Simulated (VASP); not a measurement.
A run of VASP 6.6.1:

Contents of POSCAR:

```
TaSiAs
1.0
    3.5450447540      0.0000000000      0.0000000000
    0.0000000000      3.5450447540      0.0000000000
    0.0000000000      0.0000000000      7.9603934358
Ta Si As
2 2 2
Direct
    0.5000000000      0.0000000000      0.2560000000
    0.0000000000      0.5000000000      0.7440000000
    0.0000000000      0.0000000000      0.0000000000
    0.5000000000      0.5000000000      0.0000000000
    0.5000000000      0.0000000000      0.6090000000
    0.0000000000      0.5000000000      0.3910000000
```

File INCAR.step1:

```
PREC = Accurate
ENCUT = 520
ISMEAR = -1
SIGMA = 0.1
LREAL = False
LASPH = True
NELM = 100
NBANDS = 29
GGA = PE
ALGO = Normal
EDIFF = 1E-4
LWAVE = True
LCHARG = False
```

INCAR.step2

```
PREC = Accurate
ENCUT = 520
EDIFF = 1E-6
ISMEAR = -1
SIGMA = 0.1
LREAL = False
LASPH = True
NELM = 100
ALGO = Normal
ISIF = 2
LWAVE = False
LCHARG = True
METAGGA = R2SCAN
LMIXTAU = True
LELF = True
LVHAR = True
NBANDS = 29
ISTART = 1
```

Contents of KPOINTS:

```
regular mesh
0
Gamma
  7 7 3
```

Potentials or basis: VASP PAW PBE potentials, release 64 (Ta_pv, Si, As).

Command:

```sh
$ cat potpaw_PBE.64/Ta_pv/POTCAR potpaw_PBE.64/Si/POTCAR potpaw_PBE.64/As/POTCAR > POTCAR
$ cp INCAR.step1 INCAR
$ mpirun -np 1 vasp_std > vasp.out
$ cp INCAR.step2 INCAR
$ mpirun -np 1 vasp_std > vasp.out
```

Hardware: 1 thread of Intel(R) Xeon(R) Platinum 8488C (Sapphire Rapids), with other jobs on the host.

Task: How long does it take, and how much memory?

Result: Run time: 2.2 min on 1 thread of Intel(R) Xeon(R) Platinum 8488C (Sapphire Rapids) (shared host), peak memory 0.25 GiB. Counts: k points 20.
